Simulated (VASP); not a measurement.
# TlInH2 (I4/mcm) in VASP: single point with PBE

Aim: the single point of TlInH2 with PBE.

All numbers are computed with VASP 6.6.1; they aren't measurements. Logs are shortened: lines on timing, memory, paths and dates and some standing lists are left out, and cuts for length are marked.

## Step 1: The cell of the first run

It takes space group I4/mcm (No. 140, tetragonal). Conventional cell: a = 7.054 Å, b = 7.054 Å, c = 5.963 Å, α = 90.00°, β = 90.00°, γ = 90.00°. Tl (site symmetry 422) has 2 Tl at 2.98 Å and 8 H at 2.99 Å and 4 In at 3.53 Å within 3.9 Å. Within 3.1 Å of In (site symmetry -42m) lie 4 H at 2.34 Å and 2 In at 2.98 Å. Within 3.1 Å of H (site symmetry m2m) lie 2 In at 2.34 Å and 4 Tl at 2.99 Å.

## Step 2: Single point, PBE

INCAR reads:

```
SYSTEM = TlInH2
PREC = Accurate ; ENCUT = 520
EDIFF = 1E-6 ; ISMEAR = -1
SIGMA = 0.1 ; LREAL = .False.
LASPH = .True. ; NELM = 100
ALGO = Normal ; ISIF = 2
LWAVE = .False. ; LCHARG = .False.
GGA = PE ; NBANDS = 38
```

KPOINTS reads:

```
regular mesh
0
Gamma
  8 8 8
  0 0 0
```

POSCAR reads:

```
TlInH2
1.0
   -3.5268910000      3.5268910000      2.9817060000
    3.5268910000     -3.5268910000      2.9817060000
    3.5268910000      3.5268910000     -2.9817060000
Tl In H
2 2 4
Direct
    0.2500000000      0.2500000000      0.0000000000
    0.7500000000      0.7500000000      0.0000000000
    0.7500000000      0.2500000000      0.5000000000
    0.2500000000      0.7500000000      0.5000000000
    0.6813000000      0.1813000000      0.8626000000
    0.1813000000      0.3187000000      0.5000000000
    0.3187000000      0.8187000000      0.1374000000
    0.8187000000      0.6813000000      0.5000000000
```

Potentials or basis: VASP PAW PBE potentials, release 64 (Tl_d, In_d, H).

Started as:

```sh
> cat potpaw_PBE.64/Tl_d/POTCAR potpaw_PBE.64/In_d/POTCAR potpaw_PBE.64/H/POTCAR > POTCAR
> mpirun -np 1 vasp_std > vasp.out
```

OUTCAR:

```text
SYSTEM = TlInH2
   PREC = Accurate
   ENCUT = 520
   EDIFF = 1E-6
   ISMEAR = -1
   LREAL = .False.
   LASPH = .True.
   NELM = 100
   ISIF = 2
   GGA = PE

 ion  position               nearest neighbor table
   1  0.250  0.250  0.000-   2 2.98   2 2.98   4 3.53   4 3.53   3 3.53   3 3.53
   2  0.750  0.750  0.000-   1 2.98   1 2.98   4 3.53   3 3.53   4 3.53   3 3.53
   3  0.750  0.250  0.500-   5 2.34   6 2.34   7 2.34   8 2.34   4 2.98   4 2.98   1 3.53   2 3.53
                             1 3.53   2 3.53
   4  0.250  0.750  0.500-   5 2.34   6 2.34   7 2.34   8 2.34   3 2.98   3 2.98   1 3.53   1 3.53
                             2 3.53   2 3.53
   5  0.681  0.181  0.863-   3 2.34   4 2.34
   6  0.181  0.319  0.500-   3 2.34   4 2.34
   7  0.319  0.819  0.137-   3 2.34   4 2.34
   8  0.819  0.681  0.500-   3 2.34   4 2.34

  LATTYP: Found a body centered tetragonal cell.
 ALAT       =     7.0537820000
 C/A-ratio  =     0.8454205134

  Lattice vectors:

 A1 = (  -3.5268910000,   3.5268910000,   2.9817060000)
 A2 = (   3.5268910000,  -3.5268910000,   2.9817060000)
 A3 = (   3.5268910000,   3.5268910000,  -2.9817060000)

Analysis of symmetry for initial positions (statically):
=====================================================================
 Subroutine PRICEL returns:
 Original cell was already a primitive cell.

 Routine SETGRP: Setting up the symmetry group for a
 body centered tetragonal supercell.

 Subroutine GETGRP returns: Found 16 space group operations
 (whereof  8 operations were pure point group operations)
 out of a pool of 16 trial point group operations.

The static configuration has the point symmetry C_4h.
 The point group associated with its full space group is D_4h.

Analysis of symmetry for dynamics (positions and initial velocities):
=====================================================================
 Subroutine PRICEL returns:
 Original cell was already a primitive cell.

 Routine SETGRP: Setting up the symmetry group for a
 body centered tetragonal supercell.

 Subroutine GETGRP returns: Found 16 space group operations
 (whereof  8 operations were pure point group operations)
 out of a pool of 16 trial point group operations.

The dynamic configuration has the point symmetry C_4h.
 The point group associated with its full space group is D_4h.

 Subroutine INISYM returns: Found 16 space group operations
 (whereof  8 operations are pure point group operations),
 and found     1 'primitive' translations

----------------------------------------------------------------------------------------

                                     Primitive cell

  volume of cell :     148.3573

  direct lattice vectors                    reciprocal lattice vectors
    -3.526891000  3.526891000  2.981706000     0.000000000  0.141767920  0.167689236
     3.526891000 -3.526891000  2.981706000     0.141767920  0.000000000  0.167689236
     3.526891000  3.526891000 -2.981706000     0.141767920  0.141767920  0.000000000

  length of vectors
     5.811066247  5.811066247  5.811066247     0.219585571  0.219585571  0.200490115

  position of ions in fractional coordinates (direct lattice)
     0.250000000  0.250000000  0.000000000
     0.750000000  0.750000000  0.000000000
     0.750000000  0.250000000  0.500000000
     0.250000000  0.750000000  0.500000000
     0.681300000  0.181300000  0.862600000
     0.181300000  0.318700000  0.500000000
     0.318700000  0.818700000  0.137400000
     0.818700000  0.681300000  0.500000000

  ion indices of the primitive-cell ions
   primitive index   ion index
                 1           1
                 2           2
                 3           3
                 4           4
                 5           5
                 6           6
                 7           7
                 8           8

----------------------------------------------------------------------------------------

 KPOINTS: regular mesh

Automatic generation of k-mesh.
 Grid dimensions read from file:
 generate k-points for:    8    8    8

 Generating k-lattice:

  Cartesian coordinates                     Fractional coordinates (reciprocal lattice)
     0.000000000  0.017720990  0.020961154     0.125000000 -0.000000000  0.000000000
     0.017720990  0.000000000  0.020961154    -0.000000000  0.125000000  0.000000000
     0.017720990  0.017720990  0.000000000     0.000000000  0.000000000  0.125000000

  Length of vectors
     0.027448196  0.027448196  0.025061264

  Shift w.r.t. Gamma in fractional coordinates (k-lattice)
     0.000000000  0.000000000  0.000000000

 Subroutine IBZKPT returns following result:
 ===========================================

 Found     59 irreducible k-points:

 Following reciprocal coordinates:
            Coordinates               Weight
  0.000000  0.000000  0.000000      1.000000
  0.125000 -0.000000  0.000000      8.000000
  0.250000 -0.000000  0.000000      8.000000
  0.375000 -0.000000  0.000000      8.000000
  0.500000 -0.000000  0.000000      4.000000
  0.125000  0.125000  0.000000      8.000000
[... 16 lines left out ...]
  0.250000  0.125000  0.125000     16.000000
  0.375000  0.125000  0.125000      8.000000
 [... further k-points ...]
   k-points           NKPTS =     59   k-points in BZ     NKDIM =     59   number of bands    NBANDS=     38
   number of dos      NEDOS =    301   number of ions     NIONS =      8
   total plane-waves  NPLWV = 110592
   dimension x,y,z NGX =    48 NGY =   48 NGZ =   48
   dimension x,y,z NGXF=    96 NGYF=   96 NGZF=   96
   ions per type =               2   2   4
   NGX,Y,Z   is equivalent  to a cutoff of  13.73, 13.73, 13.73 a.u.
   NGXF,Y,Z  is equivalent  to a cutoff of  27.46, 27.46, 27.46 a.u.
 SYSTEM =  TlInH2
   PREC   = accura    normal or accurate (medium, high low for compatibility)
   ISTART =      0    job   : 0-new  1-cont  2-samecut
   ICHARG =      2    charge: 1-file 2-atom 10-const
   ISPIN  =      1    spin polarized calculation?
   LNONCOLLINEAR =      F non collinear calculations
   LSORBIT =      F    spin-orbit coupling
   LASPH  =      T    aspherical Exc in radial PAW
   ENCUT  =  520.0 eV  38.22 Ry    6.18 a.u.  10.80 10.80 10.80*2*pi/ulx,y,z
   NELM   =    100;   NELMIN=  2; NELMDL= -5     # of ELM steps
   EDIFF  = 0.1E-05   stopping-criterion for ELM
   LREAL  =      F    real-space projection
   EDIFFG = 0.1E-04   stopping-criterion for IOM
   NSW    =      0    number of steps for IOM
   IBRION =     -1    ionic relax: 0-MD 1-quasi-New 2-CG
   NFREE  =      0    steps in history (QN), initial steepest desc. (CG)
   ISIF   =      2    stress and relaxation
   ISYM   =      2    0-nonsym 1-usesym 2-fastsym
   POTIM  = 0.5000    time-step for ionic-motion
   TEBEG  =    0.0;   TEEND  =   0.0 temperature during run
   PSTRESS=    0.0 pullay stress
   NELECT =      56.0000    total number of electrons
   NUPDOWN=      -1.0000    fix difference up-down
   EMIN   =  10.00;   EMAX   =-10.00  energy-range for DOS
   EFERMI =   0.00;   METHOD = LEGACY
   ISMEAR =    -1;   SIGMA  =   0.10  broadening in eV -4-tet -1-fermi 0-gaus
   EFERMI_NEDOS =   21; number of points for ismear=-14 and -15
   IALGO  =     38    algorithm
   IMIX   =      4    mixing-type and parameters
     AMIX     =   0.40;   BMIX     =  1.00
     AMIX_MAG =   1.60;   BMIX_MAG =  1.00
  volume/ion in A,a.u.               =      18.54       125.15
  Fermi-wavevector in a.u.,A,eV,Ry     =   1.183136  2.235802 19.045571  1.399810
  Thomas-Fermi vector in A             =   2.319376
   LORBIT       =      0    0 simple, 1 ext, 2 COOP (PROOUT), +10 PAW based schemes
   GGA     = PE    functional components
   LHFCALC =     F    Hartree Fock is set to
   AEXX    =    0.0000 exact exchange contribution
   IVDW    =     0    specifies the selected vdW correction
   LEPSILON=     F    determine dielectric tensor
   LRPA    =     F    only Hartree local field effects (RPA)
 non-spin polarized calculation
  energy-cutoff  :      520.00
  volume of cell :      148.36
 maximum number of plane-waves:      4015
 NGX is ok and might be reduce to    48
   NGX = 21   NGY = 21   NGZ = 21

 number of electron      55.9999997 magnetization

 Free energy of the ion-electron system (eV)
  ---------------------------------------------------
  ext. energy  EPLUGINS =         0.00000000
  ---------------------------------------------------
  free energy    TOTEN  =       -18.28863929 eV

  energy without entropy =      -18.18573628  energy(sigma->0) =      -18.23718778

 E-fermi :   4.6781     XC(G=0):  -9.3108

 val. band max:        4.6768170063   @ k =   0.1250   0.1250   0.1250
 cond. band min:       4.6781537714   @ k =   0.2500   0.1250   0.1250
 fundamental gap:      0.0013367652
 Fermi energy:         4.6780660215

 k-point     1 :       0.0000    0.0000    0.0000
  band No.  band energies     occupation
      1     -10.3572      2.00000
      2     -10.0987      2.00000
      3     -10.0987      2.00000
      4      -9.9384      2.00000
      5      -9.9364      2.00000
      6      -9.8973      2.00000
[... 30 lines left out ...]
     37      12.3839      0.00000
     38      13.3726      0.00000

 k-point     2 :       0.1250   -0.0000    0.0000
  band No.  band energies     occupation
      1     -10.3299      2.00000
      2     -10.0867      2.00000
      3     -10.0865      2.00000
      4      -9.9352      2.00000
      5      -9.9343      2.00000
      6      -9.8983      2.00000
[... 30 lines left out ...]
     37      12.4165      0.00000
     38      12.7913      0.00000

 k-point     3 :       0.2500   -0.0000    0.0000
  band No.  band energies     occupation
      1     -10.2518      2.00000
      2     -10.0524      2.00000
      3     -10.0519      2.00000
      4      -9.9287      2.00000
      5      -9.9263      2.00000
      6      -9.9013      2.00000
[... 30 lines left out ...]
     37      11.3700      0.00000
     38      11.4732      0.00000

 k-point     4 :       0.3750   -0.0000    0.0000
  band No.  band energies     occupation
      1     -10.1343      2.00000
      2     -10.0012      2.00000
      3     -10.0006      2.00000
      4      -9.9210      2.00000
      5      -9.9139      2.00000
      6      -9.9064      2.00000
[... 30 lines left out ...]
     37      10.5897      0.00000
     38      10.8317      0.00000
[... 703 lines left out ...]
      4      -9.9268      2.00000
      5      -9.9238      2.00000
      6      -9.8990      2.00000
[... 30 lines left out ...]
     37      11.0637      0.00000
     38      11.0819      0.00000

 k-point    23 :       0.2500    0.1250    0.1250
  band No.  band energies     occupation
      1     -10.1337      2.00000
      2     -10.0025      2.00000
      3      -9.9982      2.00000
      4      -9.9190      2.00000
      5      -9.9125      2.00000
      6      -9.9041      2.00000
[... 30 lines left out ...]
     37       9.8607      0.00000
     38      10.8313      0.00000

 k-point    24 :       0.3750    0.1250    0.1250
  band No.  band energies     occupation
      1      -9.9945      2.00000
      2      -9.9945      2.00000
      3      -9.9530      2.00000
      4      -9.9530      2.00000
      5      -9.9206      2.00000
      6      -9.9206      2.00000
[... 30 lines left out ...]
     37      10.2232      0.00000
     38      10.2232      0.00000

 [... further k-points ...]

------------------------ aborting loop because EDIFF is reached ----------------------------------------

  FORCE on cell =-STRESS in cart. coord.  units (eV):
  Direction    XX          YY          ZZ          XY          YZ          ZX
  --------------------------------------------------------------------------------------
  -------------------------------------------------------------------------------------
  Total       -2.6907308     -2.6907308      6.3583940      0.0000000      0.0000000      0.0000000
  in kB      -29.0584171    -29.0584171     68.6671669      0.0000000      0.0000000      0.0000000
  external PRESSURE =       3.5167776 kB  Pullay stress =       0.0000000 kB

 VOLUME and BASIS-vectors are now :
 -----------------------------------------------------------------------------
  energy-cutoff  :      520.00
  volume of cell :      148.36
      direct lattice vectors                 reciprocal lattice vectors
    -3.526891000  3.526891000  2.981706000     0.000000000  0.141767920  0.167689236
     3.526891000 -3.526891000  2.981706000     0.141767920  0.000000000  0.167689236
     3.526891000  3.526891000 -2.981706000     0.141767920  0.141767920  0.000000000

 POSITION                                       TOTAL-FORCE (eV/Angst)
 -----------------------------------------------------------------------------------
      0.00000      0.00000      1.49085         0.000000     -0.000000     -0.000000
      0.00000      0.00000      4.47256         0.000000     -0.000000     -0.000000
     -0.00000      3.52689      1.49085         0.000000     -0.000000     -0.000000
      3.52689     -0.00000      1.49085         0.000000     -0.000000     -0.000000
      1.27885      4.80574      0.00000        -0.134337     -0.134337      0.000000
      2.24804      1.27885      0.00000         0.134337     -0.134337     -0.000000
      2.24804     -1.27885      2.98171         0.134337      0.134337     -0.000000
      1.27885      2.24804      2.98171        -0.134337      0.134337      0.000000
 -----------------------------------------------------------------------------------
    total drift:                                0.000000      0.000000      0.000000

  FREE ENERGIE OF THE ION-ELECTRON SYSTEM (eV)
  ---------------------------------------------------
  free  energy   TOTEN  =       -18.2886392902 eV

  energy  without entropy=      -18.1857362755  energy(sigma->0) =      -18.23718778
```

Wall time 8.5 min (1 thread of Intel Xeon Platinum 8375C at 2.90GHz (Ice Lake), shared host); peak memory 0.5 GiB.

What came out:

```yaml
Free_energy: -18.2886 eV
Pressure: 0.4 GPa
Largest_force: 0.190 eV/Å
Band_gap_on_the_k_mesh: zero (bands 28 and 29 overlap by 0.92 eV)
```

Forces on the atoms (eV/Å):
```
Tl   0.000  0.000  0.000
Tl   0.000  0.000  0.000
In   0.000  0.000  0.000
In   0.000  0.000  0.000
H   -0.134 -0.134  0.000
H    0.134 -0.134  0.000
H    0.134  0.134  0.000
H   -0.134  0.134  0.000
```

Levels at points of the mesh, in eV from the Fermi level:
```
           k point  band 26  band 27  band 28  band 29  band 30  band 31
(0.00, 0.00, 0.00)    -3.09    -1.89    -0.98     0.08     0.08     0.27
(0.50, 0.00, 0.00)    -3.35    -0.58    -0.58     1.24     1.24     2.52
(0.50, 0.50, 0.00)    -2.74    -2.55    -0.54    -0.41     0.66     1.77
(0.50, 0.50, 0.50)    -4.70    -0.46     0.16     0.27     2.15     2.15
```

Caveat: spin-orbit coupling is left out, which moves the levels of the heavy elements.
